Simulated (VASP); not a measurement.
Wanted: the native input for a VASP 6.6.1 run.

| Property | Result |
| --- | --- |
| Task | single point |
| Functional | PBE |
| Potentials or basis | VASP PAW PBE potentials, release 64 (Fe, Ge_d) |
| Cutoff | 520 eV |
| k mesh | 20 × 20 × 20 |
| Occupations | gaussian, width 0.1 eV |
| Spin | collinear spin, ferromagnetic start |
| Starting moments | [0.16, 0.0] μB |
| Dipole correction | no |
| Further INCAR settings | ALGO = Normal; EDIFF = 1e-06; NBANDS = 22 |

The structure of FeGe lies in POSCAR:

```
FeGe
1.0
    2.8935077727      0.0000000000      0.0000000000
    0.0000000000      2.8935077727      0.0000000000
    0.0000000000      0.0000000000      2.8935077727
Fe Ge
1 1
Direct
    0.5000000000      0.5000000000      0.5000000000
    0.0000000000      0.0000000000      0.0000000000
```

These files were run (other wordings do the same):

INCAR

```
SYSTEM = FeGe
  ALGO = Normal
  EDIFF = 1E-6
  ENCUT = 520
  GGA = PE
  ISIF = 2
  ISMEAR = 0
  ISPIN = 2
  LASPH = .True.
  LCHARG = .False.
  LMAXMIX = 4
  LORBIT = 11
  LREAL = .False.
  LWAVE = .False.
  MAGMOM = 0.16 0
  NBANDS = 22
  NELM = 150
  PREC = Accurate
  SIGMA = 0.1
```

KPOINTS

```
k-points
0
Gamma
  20 20 20
  0 0 0
```

Potentials or basis: VASP PAW PBE potentials, release 64 (Fe, Ge_d).

Command:

```bash
$ cat potpaw_PBE.64/Fe/POTCAR potpaw_PBE.64/Ge_d/POTCAR > POTCAR
$ mpirun -np 1 vasp_std > vasp.out
```

It gave:

```json
{
 "Pressure": "0.3 GPa",
 "Band gap on the k mesh": "zero (filled and empty bands overlap)",
 "Net moment": "0.00 μB per cell",
 "Valence electrons inside the program's atomic spheres": "Fe 7.42; Ge 12.47"
}
```

Wall time 120 s on 1 thread of Intel(R) Xeon(R) Platinum 8375C CPU @ 2.90GHz (Ice Lake) (shared host), peak memory 0.33 GiB.
